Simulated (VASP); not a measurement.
Wanted: the native input for a VASP 6.6.1 run.

```
Task                   : single point
Functional             : PBE
Potentials or basis    : VASP PAW PBE potentials, release 64 (Zn)
Cutoff                 : 520 eV
k mesh                 : 19 × 19 × 19
Occupations            : fermi-dirac, width 0.1 eV
Spin                   : no spin polarisation
Dipole correction      : no
Further INCAR settings : ALGO = Normal; EDIFF = 1e-06; NBANDS = 12
```

The structure of Zn lies in POSCAR:

```
Zn
1.0
   -1.4847707124      1.4847707124      1.4847707124
    1.4847707124     -1.4847707124      1.4847707124
    1.4847707124      1.4847707124     -1.4847707124
Zn
1
Direct
    0.0000000000      0.0000000000      0.0000000000
```

This cell differs from its parent crystal: volume scaled by 0.85.

One way to write it, as run:

INCAR

```
SYSTEM = Zn
PREC = Accurate
ENCUT = 520
EDIFF = 1E-6
ISMEAR = -1
SIGMA = 0.1
LREAL = .FALSE.
LASPH = .TRUE.
NELM = 60
ALGO = Normal
ISIF = 2
LWAVE = .FALSE.
LCHARG = .FALSE.
GGA = PE
NBANDS = 12
```

KPOINTS

```
regular mesh
0
G
  19 19 19
  0 0 0
```

Potentials or basis: VASP PAW PBE potentials, release 64 (Zn).

Run with:

```sh
$ cat potpaw_PBE.64/Zn/POTCAR > POTCAR
$ mpirun -np 1 vasp_std > vasp.out
```

It gave:

The pressure is 16.7 GPa and the band gap on the k mesh is zero (band 6 reaches 8.40 eV, above the bottom of band 7 at 3.76 eV).

It took 21 s on 1 thread of Intel Xeon 6975P-C (shared host), peak memory 0.15 GiB.
